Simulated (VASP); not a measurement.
The system is C.

```
C
1.0
     2.47061    0.00000    0.00000
    -1.23531    2.13961    0.00000
     0.00000    0.00000    8.06895
C
8
Direct
  0.66667 0.33333 0.84375
  0.33333 0.66667 0.34375
  0.66667 0.33333 0.65625
  0.33333 0.66667 0.15625
  0.00000 0.00000 0.90625
  0.00000 0.00000 0.40625
  0.00000 0.00000 0.59375
  0.00000 0.00000 0.09375
```

Program: VASP 6.6.1. Alike in all runs: task single point; no spin polarisation; cell as given; k mesh 12 × 12 × 4; cutoff (eV) 520; smearing fermi-dirac 0.05 eV.

**Question.** Order these runs on this cell by their pressure, lowest first.
A. level revPBE+D4; potentials or basis VASP PAW PBE potentials, release 64 (C)
B. level r2SCAN+rVV10; potentials or basis VASP PAW PBE potentials, release 64 (C)
C. level r2SCAN+D3(BJ); potentials or basis VASP PAW PBE potentials, release 64 (C)
D. level LDA; potentials or basis VASP PAW LDA potentials, release 64 (C)
E. level PBE; potentials or basis VASP PAW PBE potentials, release 64 (C)

**Answer.** D (18.5 GPa), A (24.4 GPa), C (27.3 GPa), B (29.3 GPa), E (33.8 GPa).

Caveats: the PAW data sets were made with another functional, which shifts forces and pressure a little (some runs).
